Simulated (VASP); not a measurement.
ZnSe: single point with PBEsol

ZnSe:

```
CELL_PARAMETERS angstrom
3.74430 0.00000 0.00000
0.00000 3.74430 0.00000
0.00000 0.00000 6.19210
ATOMIC_POSITIONS crystal
Zn 0.00000 0.00000 0.00000
Zn 0.50000 0.50000 0.00000
Se 0.00000 0.50000 0.26817
Se 0.50000 0.00000 0.73183
```

```json
{
 "Program": "VASP 6.6.1",
 "Task": "single point",
 "Functional": "PBEsol",
 "Potentials or basis": "VASP PAW PBE potentials, release 64 (Zn, Se)",
 "Cutoff": "520 eV",
 "k mesh": "8 × 8 × 6",
 "Occupations": "gaussian, width 0.05 eV",
 "Spin": "no spin polarisation"
}
```

- Pressure: 2.8 GPa
- Largest force: 0.604 eV/Å
- Band gap on the k mesh: 1.42 eV, direct

Forces on the atoms (eV/Å):
```
Zn   0.000  0.000  0.000
Zn   0.000  0.000  0.000
Se   0.000  0.000 -0.604
Se   0.000  0.000  0.604
```

Stress tensor (GPa, compression positive):
```
 6.14  0.00  0.00
 0.00  6.14  0.00
 0.00  0.00 -3.85
```

Levels at points of the mesh, in eV from the valence-band top:
```csv
k point,band 16,band 17,band 18,band 19,band 20,band 21
"(0.00, 0.00, 0.00)",-0.96,0.00,0.00,1.42,2.94,3.02
"(0.50, 0.00, 0.00)",-2.77,-0.59,-0.59,3.71,3.71,5.14
"(0.50, 0.50, 0.00)",-3.13,-2.94,-2.94,2.27,2.27,2.36
"(0.00, 0.00, 0.50)",-1.96,-0.43,-0.43,3.10,3.16,3.49
"(0.50, 0.00, 0.50)",-1.64,-0.57,-0.57,2.01,2.01,5.32
"(0.50, 0.50, 0.50)",-3.49,-3.35,-3.35,3.49,3.49,3.93
```

Run time: 61 s on 1 thread of Intel(R) Xeon(R) Platinum 8488C (Sapphire Rapids), on a shared host, peak memory 0.26 GiB.

Caveat: the PAW data sets were made with another functional, which shifts forces and pressure a little. As with any semilocal functional, this PBEsol gap is likely too small.
